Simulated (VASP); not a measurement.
# SiC (F-43m) in VASP: a series of runs

Aim: see how the results for SiC move with the level of theory and the settings. Levels: PBEsol, PBE+D3(BJ). Tasks: single point.

Program: VASP 6.6.1. These are calculated values, not measurements. Logs are shortened: lines on timing, memory, paths and dates and some standing lists are left out, and cuts for length are marked.

**1. The cell of the first run**

The structure is cubic, space group F-43m (No. 216). The conventional cell has a = 4.328 Å, b = 4.328 Å, c = 4.328 Å, α = 90.00°, β = 90.00°, γ = 90.00°. Within 2.5 Å of Si (site symmetry -43m) lie 4 C at 1.87 Å. Within 2.5 Å of C (site symmetry -43m) lie 4 Si at 1.87 Å.

**2. Single point, PBEsol (volume scaled by 0.98)**

Contents of INCAR:

```
SYSTEM = SiC
PREC = Accurate
ENCUT = 520
EDIFF = 1E-6
ISMEAR = 0
SIGMA = 0.05
LREAL = .FALSE.
LASPH = .TRUE.
NELM = 80
ALGO = Normal
ISIF = 2
LWAVE = .FALSE.
LCHARG = .FALSE.
GGA = PS
NBANDS = 11
```

Contents of KPOINTS:

```
Automatic mesh
0
G
  10 10 10
  0 0 0
```

Contents of POSCAR:

```
SiC
1.0
    0.0000000000      2.1637867187      2.1637867187
    2.1637867187      0.0000000000      2.1637867187
    2.1637867187      2.1637867187      0.0000000000
Si C
1 1
Direct
    0.0000000000      0.0000000000      0.0000000000
    0.7500000000      0.7500000000      0.7500000000
```

Potentials or basis: VASP PAW PBE potentials, release 64 (Si, C).

Command:

```
$ cat potpaw_PBE.64/Si/POTCAR potpaw_PBE.64/C/POTCAR > POTCAR
$ mpirun -np 1 vasp_std > vasp.out
```

OUTCAR:

```text
SYSTEM = SiC
   PREC = Accurate
   ENCUT = 520
   EDIFF = 1E-6
   ISMEAR = 0
   LREAL = .FALSE.
   LASPH = .TRUE.
   NELM = 80
   ISIF = 2
   GGA = PS

 ion  position               nearest neighbor table
   1  0.000  0.000  0.000-   2 1.87   2 1.87   2 1.87   2 1.87
   2  0.750  0.750  0.750-   1 1.87   1 1.87   1 1.87   1 1.87

  LATTYP: Found a face centered cubic cell.
 ALAT       =     4.3275734374

  Lattice vectors:

 A1 = (   0.0000000000,   2.1637867187,   2.1637867187)
 A2 = (   2.1637867187,   0.0000000000,   2.1637867187)
 A3 = (   2.1637867187,   2.1637867187,   0.0000000000)

Analysis of symmetry for initial positions (statically):
=====================================================================
 Subroutine PRICEL returns:
 Original cell was already a primitive cell.

 Routine SETGRP: Setting up the symmetry group for a
 face centered cubic supercell.

 Subroutine GETGRP returns: Found 24 space group operations
 (whereof 24 operations were pure point group operations)
 out of a pool of 48 trial point group operations.

The static configuration has the point symmetry T_d .

Analysis of symmetry for dynamics (positions and initial velocities):
=====================================================================
 Subroutine PRICEL returns:
 Original cell was already a primitive cell.

 Routine SETGRP: Setting up the symmetry group for a
 face centered cubic supercell.

 Subroutine GETGRP returns: Found 24 space group operations
 (whereof 24 operations were pure point group operations)
 out of a pool of 48 trial point group operations.

The dynamic configuration has the point symmetry T_d .

 Subroutine INISYM returns: Found 24 space group operations
 (whereof 24 operations are pure point group operations),
 and found     1 'primitive' translations

----------------------------------------------------------------------------------------

                                     Primitive cell

  volume of cell :      20.2616

  direct lattice vectors                    reciprocal lattice vectors
     0.000000000  2.163786719  2.163786719    -0.231076379  0.231076379  0.231076379
     2.163786719  0.000000000  2.163786719     0.231076379 -0.231076379  0.231076379
     2.163786719  2.163786719  0.000000000     0.231076379  0.231076379 -0.231076379

  length of vectors
     3.060056524  3.060056524  3.060056524     0.400236029  0.400236029  0.400236029

  position of ions in fractional coordinates (direct lattice)
     0.000000000  0.000000000  0.000000000
     0.750000000  0.750000000  0.750000000

  ion indices of the primitive-cell ions
   primitive index   ion index
                 1           1
                 2           2

----------------------------------------------------------------------------------------

 KPOINTS: Automatic mesh

Automatic generation of k-mesh.
 Grid dimensions read from file:
 generate k-points for:   10   10   10

 Generating k-lattice:

  Cartesian coordinates                     Fractional coordinates (reciprocal lattice)
    -0.023107638  0.023107638  0.023107638     0.100000000  0.000000000  0.000000000
     0.023107638 -0.023107638  0.023107638     0.000000000  0.100000000  0.000000000
     0.023107638  0.023107638 -0.023107638     0.000000000  0.000000000  0.100000000

  Length of vectors
     0.040023603  0.040023603  0.040023603

  Shift w.r.t. Gamma in fractional coordinates (k-lattice)
     0.000000000  0.000000000  0.000000000

 Subroutine IBZKPT returns following result:
 ===========================================

 Found     47 irreducible k-points:

 Following reciprocal coordinates:
            Coordinates               Weight
  0.000000  0.000000  0.000000      1.000000
  0.100000  0.000000  0.000000      8.000000
  0.200000  0.000000  0.000000      8.000000
  0.300000  0.000000  0.000000      8.000000
  0.400000  0.000000  0.000000      8.000000
  0.500000  0.000000  0.000000      4.000000
[... 16 lines left out ...]
  0.300000  0.300000  0.000000      6.000000
  0.400000  0.300000  0.000000     24.000000
 [... further k-points ...]
   k-points           NKPTS =     47   k-points in BZ     NKDIM =     47   number of bands    NBANDS=     11
   number of dos      NEDOS =    301   number of ions     NIONS =      2
   total plane-waves  NPLWV =  13824
   dimension x,y,z NGX =    24 NGY =   24 NGZ =   24
   dimension x,y,z NGXF=    48 NGYF=   48 NGZF=   48
   ions per type =               1   1
   NGX,Y,Z   is equivalent  to a cutoff of  13.04, 13.04, 13.04 a.u.
   NGXF,Y,Z  is equivalent  to a cutoff of  26.08, 26.08, 26.08 a.u.
 SYSTEM =  SiC
   PREC   = accura    normal or accurate (medium, high low for compatibility)
   ISTART =      0    job   : 0-new  1-cont  2-samecut
   ICHARG =      2    charge: 1-file 2-atom 10-const
   ISPIN  =      1    spin polarized calculation?
   LNONCOLLINEAR =      F non collinear calculations
   LSORBIT =      F    spin-orbit coupling
   LASPH  =      T    aspherical Exc in radial PAW
   ENCUT  =  520.0 eV  38.22 Ry    6.18 a.u.   5.69  5.69  5.69*2*pi/ulx,y,z
   NELM   =     80;   NELMIN=  2; NELMDL= -5     # of ELM steps
   EDIFF  = 0.1E-05   stopping-criterion for ELM
   LREAL  =      F    real-space projection
   EDIFFG = 0.1E-04   stopping-criterion for IOM
   NSW    =      0    number of steps for IOM
   IBRION =     -1    ionic relax: 0-MD 1-quasi-New 2-CG
   NFREE  =      0    steps in history (QN), initial steepest desc. (CG)
   ISIF   =      2    stress and relaxation
   ISYM   =      2    0-nonsym 1-usesym 2-fastsym
   POTIM  = 0.5000    time-step for ionic-motion
   TEBEG  =    0.0;   TEEND  =   0.0 temperature during run
   PSTRESS=    0.0 pullay stress
   NELECT =       8.0000    total number of electrons
   NUPDOWN=      -1.0000    fix difference up-down
   EMIN   =  10.00;   EMAX   =-10.00  energy-range for DOS
   EFERMI =   0.00;   METHOD = LEGACY
   ISMEAR =     0;   SIGMA  =   0.05  broadening in eV -4-tet -1-fermi 0-gaus
   EFERMI_NEDOS =   21; number of points for ismear=-14 and -15
   IALGO  =     38    algorithm
   IMIX   =      4    mixing-type and parameters
     AMIX     =   0.40;   BMIX     =  1.00
     AMIX_MAG =   1.60;   BMIX_MAG =  1.00
  volume/ion in A,a.u.               =      10.13        68.37
  Fermi-wavevector in a.u.,A,eV,Ry     =   1.201011  2.269582 19.625422  1.442428
  Thomas-Fermi vector in A             =   2.336832
   LORBIT       =      0    0 simple, 1 ext, 2 COOP (PROOUT), +10 PAW based schemes
   GGA     = PS    functional components
   LHFCALC =     F    Hartree Fock is set to
   AEXX    =    0.0000 exact exchange contribution
   IVDW    =     0    specifies the selected vdW correction
   LEPSILON=     F    determine dielectric tensor
   LRPA    =     F    only Hartree local field effects (RPA)
 non-spin polarized calculation
 Gauss-broadening in eV      SIGMA  =   0.05
  energy-cutoff  :      520.00
  volume of cell :       20.26
 maximum number of plane-waves:       556
   NGX = 11   NGY = 11   NGZ = 11

 number of electron       8.0000000 magnetization

 Free energy of the ion-electron system (eV)
  ---------------------------------------------------
  ext. energy  EPLUGINS =         0.00000000
  ---------------------------------------------------
  free energy    TOTEN  =       -15.90799776 eV

  energy without entropy =      -15.90799776  energy(sigma->0) =      -15.90799776

 E-fermi :   8.5068     XC(G=0): -11.5957

 val. band max:        8.2943564048   @ k =   0.0000   0.0000   0.0000
 cond. band min:       9.5087352228   @ k =   0.5000   0.5000   0.0000
 fundamental gap:      1.2143788180
 Fermi energy:         8.5067915189

 k-point     1 :       0.0000    0.0000    0.0000
  band No.  band energies     occupation
      1      -7.2963      2.00000
      2       8.2944      2.00000
      3       8.2944      2.00000
      4       8.2944      2.00000
      5      14.7263      0.00000
      6      15.6830      0.00000
      7      15.6830      0.00000
      8      15.6830      0.00000
      9      22.8745      0.00000
     10      22.8745      0.00000
     11      24.8839      0.00000

 k-point     2 :       0.1000    0.0000    0.0000
  band No.  band energies     occupation
      1      -7.0968      2.00000
      2       7.2763      2.00000
      3       8.1590      2.00000
      4       8.1590      2.00000
      5      14.9436      0.00000
      6      15.9303      0.00000
      7      15.9303      0.00000
      8      15.9954      0.00000
      9      21.8809      0.00000
     10      21.8809      0.00000
     11      24.5491      0.00000

 k-point     3 :       0.2000    0.0000    0.0000
  band No.  band energies     occupation
      1      -6.5068      2.00000
      2       5.1260      2.00000
      3       7.8490      2.00000
      4       7.8490      2.00000
      5      14.6205      0.00000
      6      16.2824      0.00000
      7      16.2824      0.00000
      8      17.2095      0.00000
      9      21.2020      0.00000
     10      21.2020      0.00000
     11      23.6557      0.00000

 k-point     4 :       0.3000    0.0000    0.0000
  band No.  band energies     occupation
      1      -5.5603      2.00000
      2       2.7707      2.00000
      3       7.5305      2.00000
      4       7.5305      2.00000
      5      14.2124      0.00000
      6      16.1053      0.00000
      7      16.1053      0.00000
      8      18.1233      0.00000
      9      22.0636      0.00000
     10      22.0636      0.00000
     11      23.4381      0.00000

 k-point     5 :       0.4000    0.0000    0.0000
  band No.  band energies     occupation
      1      -4.3800      2.00000
      2       0.6654      2.00000
      3       7.3104      2.00000
      4       7.3104      2.00000
      5      13.9473      0.00000
      6      15.6966      0.00000
      7      15.6966      0.00000
      8      18.3435      0.00000
      9      24.0400      0.00000
     10      24.0400      0.00000
     11      24.0818      0.00000
[... 211 lines left out ...]
 k-point    21 :      -0.3000    0.2000    0.0000
  band No.  band energies     occupation
      1      -4.1520      2.00000
      2       1.7889      2.00000
      3       4.4077      2.00000
      4       7.1096      2.00000
      5      13.8593      0.00000
      6      16.6402      0.00000
      7      17.0946      0.00000
      8      18.7185      0.00000
      9      21.0669      0.00000
     10      23.8498      0.00000
     11      27.4696      0.00000

 k-point    22 :      -0.2000    0.2000    0.0000
  band No.  band energies     occupation
      1      -5.2433      2.00000
      2       3.4456      2.00000
      3       5.0015      2.00000
      4       7.6450      2.00000
      5      14.8759      0.00000
      6      16.4033      0.00000
      7      16.7376      0.00000
      8      17.5581      0.00000
      9      19.8136      0.00000
     10      23.8054      0.00000
     11      27.5747      0.00000

 k-point    23 :       0.3000    0.3000    0.0000
  band No.  band energies     occupation
      1      -4.9731      2.00000
      2       3.9312      2.00000
      3       5.8818      2.00000
      4       5.8818      2.00000
      5      11.3839      0.00000
      6      13.8699      0.00000
      7      19.9714      0.00000
      8      19.9714      0.00000
      9      20.8743      0.00000
     10      25.4964      0.00000
     11      30.1206      0.00000

 k-point    24 :       0.4000    0.3000    0.0000
  band No.  band energies     occupation
      1      -4.0806      2.00000
      2       2.6840      2.00000
      3       5.0683      2.00000
      4       5.6151      2.00000
      5      11.0662      0.00000
      6      13.8929      0.00000
      7      20.0750      0.00000
      8      20.3565      0.00000
      9      22.2221      0.00000
     10      26.5035      0.00000
     11      29.7858      0.00000

 [... further k-points ...]
[... 5 lines left out ...]
  --------------------------------------------------------------------------------------
  -------------------------------------------------------------------------------------
  Total        0.6359346      0.6359346      0.6359346     -0.0000000      0.0000000     -0.0000000
  in kB       50.2863033     50.2863033     50.2863033     -0.0000000      0.0000000     -0.0000000
  external PRESSURE =      50.2863033 kB  Pullay stress =       0.0000000 kB

 VOLUME and BASIS-vectors are now :
 -----------------------------------------------------------------------------
  energy-cutoff  :      520.00
  volume of cell :       20.26
      direct lattice vectors                 reciprocal lattice vectors
     0.000000000  2.163786719  2.163786719    -0.231076379  0.231076379  0.231076379
     2.163786719  0.000000000  2.163786719     0.231076379 -0.231076379  0.231076379
     2.163786719  2.163786719  0.000000000     0.231076379  0.231076379 -0.231076379

 POSITION                                       TOTAL-FORCE (eV/Angst)
 -----------------------------------------------------------------------------------
      0.00000      0.00000      0.00000        -0.000000     -0.000000     -0.000000
      3.24568      3.24568      3.24568         0.000000      0.000000      0.000000
 -----------------------------------------------------------------------------------
    total drift:                               -0.000000     -0.000000     -0.000000

  FREE ENERGIE OF THE ION-ELECTRON SYSTEM (eV)
  ---------------------------------------------------
  free  energy   TOTEN  =       -15.9079977625 eV

  energy  without entropy=      -15.9079977625  energy(sigma->0) =      -15.90799776
```

Run time: 6.1 s. Hardware: 1 thread of Intel Xeon Platinum 8259CL at 2.50GHz (Skylake/Cascade Lake), shared host; peak memory 0.13 GiB.

Results:

```yaml
Free_energy: -15.9080 eV
Pressure: 5.0 GPa
Band_gap_on_the_k_mesh: 1.21 eV, indirect (least direct gap 4.46 eV)
```

Caveat: the PAW data sets were made with another functional, which shifts forces and pressure a little.

**3. Single point, PBEsol (volume scaled by 1.02)**

Contents of INCAR:

```
SYSTEM = SiC
PREC     = Accurate       ! precision mode
ENCUT    = 520            ! plane-wave cutoff, eV
EDIFF    = 1E-7           ! SCF threshold, eV
ISMEAR   = 0              ! smearing method
SIGMA    = 0.05           ! smearing width, eV
LREAL    = .FALSE.        ! projectors in reciprocal space
LASPH    = .TRUE.         ! aspherical terms in the spheres
NELM     = 60             ! most SCF steps
ALGO     = Normal         ! electronic algorithm
ISIF     = 2              ! what is computed and relaxed
LWAVE    = .FALSE.        ! write WAVECAR
LCHARG   = .FALSE.        ! write CHGCAR
GGA      = PS             ! functional
NBANDS   = 11             ! bands
```

KPOINTS is that of step 2.

Contents of POSCAR:

```
SiC
1.0
    0.0000000000      2.1928343018      2.1928343018
    2.1928343018      0.0000000000      2.1928343018
    2.1928343018      2.1928343018      0.0000000000
Si C
1 1
Direct
    0.0000000000      0.0000000000      0.0000000000
    0.7500000000      0.7500000000      0.7500000000
```

Potentials or basis: VASP PAW PBE potentials, release 64 (Si, C).

Command:

```
$ cat potpaw_PBE.64/Si/POTCAR potpaw_PBE.64/C/POTCAR > POTCAR
$ mpirun -np 1 vasp_std > vasp.out
```

It took 7.6 s on 1 thread of Intel Xeon Platinum 8259CL at 2.50GHz (Skylake/Cascade Lake), shared host; peak memory 0.13 GiB.

It converged, with:

| Quantity | Value |
| --- | --- |
| Free energy | -15.9104 eV |
| Pressure | -3.9 GPa |
| Band gap on the k mesh | 1.25 eV, indirect (least direct gap 4.42 eV) |

Levels at points of the mesh, in eV from the valence-band top:
```tsv
k point	band 1	band 2	band 3	band 4	band 5	band 6	band 7	band 8	band 9
(0.00, 0.00, 0.00)	-15.28	0.00	0.00	0.00	5.97	7.11	7.11	7.11	14.35
(0.50, 0.00, 0.00)	-11.74	-8.49	-1.05	-1.05	5.20	7.06	7.06	9.81	15.78
(0.50, 0.50, 0.00)	-10.30	-7.77	-3.17	-3.17	1.25	4.13	13.73	13.73	14.43
```

Caveat: the PAW data sets were made with another functional, which shifts forces and pressure a little. A k mesh can miss the band edges.

**4. Single point, PBEsol (volume scaled by 0.96)**

Contents of INCAR:

```
SYSTEM = SiC
PREC = Accurate ; ENCUT = 520
EDIFF = 1E-6 ; ISMEAR = 0
SIGMA = 0.05 ; LREAL = .False.
LASPH = .True. ; NELM = 80
ALGO = Normal ; ISIF = 2
LWAVE = .False. ; LCHARG = .False.
GGA = PS ; NBANDS = 11
```

Contents of KPOINTS:

```
regular mesh
0
Gamma
  10 10 10
  0 0 0
```

Contents of POSCAR:

```
SiC
1.0
    0.0000000000      2.1489657966      2.1489657966
    2.1489657966      0.0000000000      2.1489657966
    2.1489657966      2.1489657966      0.0000000000
Si C
1 1
Direct
    0.0000000000      0.0000000000      0.0000000000
    0.7500000000      0.7500000000      0.7500000000
```

Command:

```
$ cat potpaw_PBE.64/Si/POTCAR potpaw_PBE.64/C/POTCAR > POTCAR
$ mpirun -np 1 vasp_std > vasp.out
```

Wall time 6.2 s (1 thread of Intel Xeon Platinum 8259CL at 2.50GHz (Skylake/Cascade Lake), shared host); peak memory 0.13 GiB.

The run converged. Its results:

| Property | Result |
| --- | --- |
| Free energy | -15.8884 eV |
| Pressure | 10.2 GPa |
| Band gap on the k mesh | 1.20 eV, indirect (least direct gap 4.49 eV) |

Levels at points of the mesh, in eV from the valence-band top:
| k point | band 1 | band 2 | band 3 | band 4 | band 5 | band 6 | band 7 | band 8 |
| --- | --- | --- | --- | --- | --- | --- | --- | --- |
| (0.00, 0.00, 0.00) | -15.76 | 0.00 | 0.00 | 0.00 | 6.67 | 7.54 | 7.54 | 7.54 |
| (0.50, 0.00, 0.00) | -11.99 | -8.83 | -1.06 | -1.06 | 5.75 | 7.31 | 7.31 | 10.15 |
| (0.50, 0.50, 0.00) | -10.49 | -7.97 | -3.29 | -3.29 | 1.20 | 4.35 | 14.44 | 14.44 |

Caveat: the PAW data sets were made with another functional, which shifts forces and pressure a little. A k mesh can miss the band edges.

[end of part 1 of 2]
